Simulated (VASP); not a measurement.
# MnO (rock salt type): single point with PBE

MnO (rock salt type):

```
Mn O
1.0
     0.00000    2.03869    2.03869
     2.03869    0.00000    2.03869
     2.03869    2.03869    0.00000
Mn O
1 1
Direct
  0.00000 0.00000 0.00000
  0.50000 0.50000 0.50000
```

```yaml
Program: VASP 6.6.1
Task: single point
Functional: PBE
Potentials_or_basis: VASP PAW PBE potentials, release 64 (Mn_pv, O)
Cutoff: 520 eV
k_mesh: 23 × 23 × 23
Occupations: fermi-dirac, width 0.0612256 eV
Spin: no spin polarisation
```

```
Pressure               : 6.2 GPa
Band gap on the k mesh : zero (an odd number of electrons rules out a gap without spin polarisation)
```

Levels at points of the mesh, in eV from the Fermi level:
```
           k point  band 8  band 9  band 10  band 11  band 12  band 13
(0.00, 0.00, 0.00)   -1.80   -1.80    -1.80    -0.98    -0.98     1.78
```

It took 2.4 min on 1 thread of Intel Xeon 8259CL (shared host), peak memory 0.22 GiB.

Caveat: the cell stands under pressure; an odd number of electrons without spin polarisation forces a metal; a magnetic or distorted state may lie lower; the run has no spin polarisation, though such a crystal can be magnetic; semilocal functionals often make such compounds metallic where correlation or magnetic order opens a gap, which also shifts bond lengths. Spin polarisation is off, so any magnetic state and its effect on volume and gap are missing.
